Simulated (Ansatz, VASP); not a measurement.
# Two plane-wave programs on PdPt2Se3

```
CELL_PARAMETERS angstrom
4.00435 0.00000 0.00000
-2.00218 3.46787 0.00000
0.00000 0.00000 9.72355
ATOMIC_POSITIONS crystal
Pd 0.00000 0.00000 0.00000
Pt 0.33333 0.66667 0.67351
Pt 0.66667 0.33333 0.32649
Se 0.33333 0.66667 0.15392
Se 0.66667 0.33333 0.84608
Se 0.00000 0.00000 0.50000
```

Change from the starting cell: species swapped into the Mn2NiO3 type (P-3m1, No. 164).

Alike in both runs: task relaxation of cell and atoms; functional PBE; k mesh 6 × 6 × 2; occupations gaussian, width 0.1 eV; no spin polarisation.

|  | VASP | Ansatz |
| --- | --- | --- |
| version | VASP 6.6.1 | Ansatz 0.2.0 |
| potentials or method | VASP PAW PBE potentials, release 64 (Pd, Pt, Se), cutoff 600 eV | scalar-relativistic, plane waves, PAW |
| valence electrons in the cell | 48 | 102 |

|  | VASP | Ansatz | Ansatz less VASP |
| --- | --- | --- | --- |
| gap on the k mesh at the Fermi level, each at its own relaxed structure (eV) | none | none | - |
| relaxed volume (Å³/atom) | 18.68 | 18.68 | 0.000 |
| relaxed cell length with the largest relative difference (Å) | 9.113 | 9.175 | +0.0621 |

A gap of «none» marks a metal or a gap that the smearing closes. VASP's potentials hold 48 valence electrons a cell and Ansatz's 102, so a difference there can come from the potentials and not from the codes.

Spin-orbit coupling is off throughout. Noted on VASP's run: the volume moved by over 15 % at a fixed basis, so the end points are rough.
